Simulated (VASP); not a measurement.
Write the native input for VASP 6.6.1 that does the following.

```yaml
Task: single point
Functional: PBE
Potentials_or_basis: VASP PAW PBE potentials, release 64 (Al, H)
Cutoff: 520 eV
k_mesh: 6 × 6 × 1
Occupations: gaussian, width 0.1 eV
Spin: no spin polarisation
Dipole_correction: yes
Further_INCAR_settings: ALGO = Normal; EDIFF = 1e-07; NBANDS = 32
```

The structure of Al6H lies in POSCAR:

```
Al6H
1.0
    5.7143028096      0.0000000000      0.0000000000
   -2.8571514048      4.9487313980      0.0000000000
    0.0000000000      0.0000000000     22.6016424997
Al H
12 2
Direct
    0.3333333333      0.1666666667      0.1769782882
    0.3333333333      0.6666666667      0.1769782882
    0.8333333333      0.1666666667      0.1769782882
    0.8333333333      0.6666666667      0.1769782882
    0.1666666667      0.3333333333      0.2787817902
    0.1666666667      0.8333333333      0.2787817902
    0.6666666667      0.3333333333      0.2787817902
    0.6666666667      0.8333333333      0.2787817902
    0.0000000000      0.0000000000      0.3805759913
    0.0000000000      0.5000000000      0.3805759913
    0.5000000000      0.0000000000      0.3805759913
    0.5000000000      0.5000000000      0.3805759913
    0.2764585035      0.1666666667      0.5398564507
    0.3902081632      0.1666666667      0.5398564507
```

The input as run:

INCAR

```
SYSTEM = Al6H
  ALGO = Normal
  DIPOL = 0.5 0.5 0.316
  EDIFF = 1E-7
  ENCUT = 520
  GGA = PE
  IDIPOL = 3
  ISIF = 2
  ISMEAR = 0
  LASPH = .TRUE.
  LCHARG = .FALSE.
  LDIPOL = .TRUE.
  LREAL = .FALSE.
  LWAVE = .FALSE.
  NBANDS = 32
  NELM = 80
  PREC = Accurate
  SIGMA = 0.1
```

KPOINTS

```
k-points
0
G
  6 6 1
  0 0 0
```

Potentials or basis: VASP PAW PBE potentials, release 64 (Al, H).

Launch:

```sh
$ cat potpaw_PBE.64/Al/POTCAR potpaw_PBE.64/H/POTCAR > POTCAR
$ mpirun -np 1 vasp_std > vasp.out
```

Results of the run:

* Largest force: 4.893 eV/Å
* Band gap on the k mesh: zero (bands 19 and 20 overlap by 1.02 eV)

Run time: 11 min on 1 thread of Intel(R) Xeon(R) Platinum 8488C (Sapphire Rapids), on a shared host, peak memory 0.71 GiB.
